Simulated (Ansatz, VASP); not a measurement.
# One calculation of PtS2, two programs

Contents of INCAR:

```
SYSTEM = PtS2
PREC = Accurate
ENCUT = 520
EDIFF = 1E-7
ISMEAR = -1
SIGMA = 0.05
LREAL = .False.
LASPH = .True.
NELM = 80
ALGO = Normal
ISIF = 2
LWAVE = .False.
LCHARG = .False.
GGA = CA
NBANDS = 18
```

Contents of KPOINTS:

```
regular mesh
0
Gamma
  9 9 5
  0 0 0
```

POSCAR

```
PtS2
1.0
    3.5194194177      0.0000000000      0.0000000000
   -1.7597097089      3.0479066223      0.0000000000
    0.0000000000      0.0000000000      5.0049815314
Pt S
1 2
Direct
    0.0000000000      0.0000000000      0.0000000000
    0.6666666667      0.3333333333      0.7730000000
    0.3333333333      0.6666666667      0.2270000000
```

input.yaml

```yaml
crystal:
  lattice:
    - [3.5194194177, 0.0, 0.0]
    - [-1.7597097089, 3.0479066223, 0.0]
    - [0.0, 0.0, 5.0049815314]
  atoms:
    - { symbol: Pt, position: [0.0, 0.0, 0.0] }
    - { symbol: S, position: [0.6666666667, 0.3333333333, 0.773] }
    - { symbol: S, position: [0.3333333333, 0.6666666667, 0.227] }
hamiltonian:
  xc: lda
  pseudopotentials: { kind: paw }
kpoints:
  mp_grid: { grid: [9, 9, 5] }
scf:
  occupations: { method: fermi_dirac, width: 0.05 }
output:
  forces: true
  stress: true
  eigenvalues: true
```

Alike in both runs: task single point; functional LDA; k mesh 9 × 9 × 5; occupations fermi-dirac, width 0.05 eV; no spin polarisation.

|  | VASP | Ansatz |
| --- | --- | --- |
| version | VASP 6.6.1 | Ansatz 0.2.0 |
| potentials or method | VASP PAW LDA potentials, release 64 (Pt, S) | Ansatz PAW |
| plane-wave cutoff (eV) | 520 | 420 |
| valence electrons in the cell | 22 | 30 |

VASP gave:

```
gap on the k mesh at the Fermi level (eV)                     : 0.93
least direct gap on the mesh (eV)                             : 0.98
pressure (GPa)                                                : 7.0
traceless stress, the component that is largest in VASP (GPa) : -1.31
rms of the force components (eV/Å)                            : 0.529
```

Estimate Ansatz's values.

gap on the k mesh at the Fermi level (eV): 0.92; least direct gap on the mesh (eV): 0.97; pressure (GPa): 7.1; traceless stress, the component that is largest in VASP (GPa): -1.34; rms of the force components (eV/Å): 0.529.

LDA's correlation is that of Perdew and Zunger in VASP and of Perdew and Wang (1992) in Ansatz. Atom by atom the forces differ by 0.001 eV/Å (rms over components). VASP's potentials hold 22 valence electrons a cell and Ansatz's 30, so a difference there can come from the potentials and not from the codes.

Spin-orbit coupling is off throughout. Noted on Ansatz's run: odd divisions of the mesh miss points on the zone boundary, where band edges often lie, so the gap on the mesh can be too wide.
